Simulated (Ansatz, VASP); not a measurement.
## One calculation of CO2, two programs

```
CELL_PARAMETERS angstrom
5.62000 0.00000 0.00000
0.00000 5.62000 0.00000
0.00000 0.00000 5.62000
ATOMIC_POSITIONS crystal
C 0.00000 0.00000 0.00000
C 0.50000 0.00000 0.50000
C 0.50000 0.50000 0.00000
C 0.00000 0.50000 0.50000
O 0.10800 0.10800 0.10800
O 0.39200 0.89200 0.60800
O 0.60800 0.39200 0.89200
O 0.89200 0.60800 0.39200
O 0.89200 0.89200 0.89200
O 0.60800 0.10800 0.39200
O 0.39200 0.60800 0.10800
O 0.10800 0.39200 0.60800
```

Alike in both runs: task electric field gradients; functional PBE; k mesh 4 × 4 × 4; occupations fermi-dirac, width 0.02 eV; no spin polarisation.

|  | VASP | Ansatz |
| --- | --- | --- |
| version | VASP 6.6.1 | Ansatz 0.2.0 |
| potentials or method | VASP PAW PBE potentials, release 64 (C, O) | plane-wave PAW, scalar-relativistic |
| plane-wave cutoff (eV) | 520 | 420 |
| valence electrons in the cell | 64 | 64 |

|  | VASP | Ansatz | Ansatz less VASP |
| --- | --- | --- | --- |
| gap on the k mesh at the Fermi level (eV) | 7.66 | 7.66 | 0.000 |
| rms of the force components (eV/Å) | 9.281 | 8.604 | -0.6774 |
| size of Vzz on the site where it differs most (V/Å²) | 57.2 | 35.8 | -21.35 |

Atom by atom the forces differ by 0.677 eV/Å (rms over components).

Noted on VASP's run: the standard files for N, O and F lose accuracy on very short bonds.
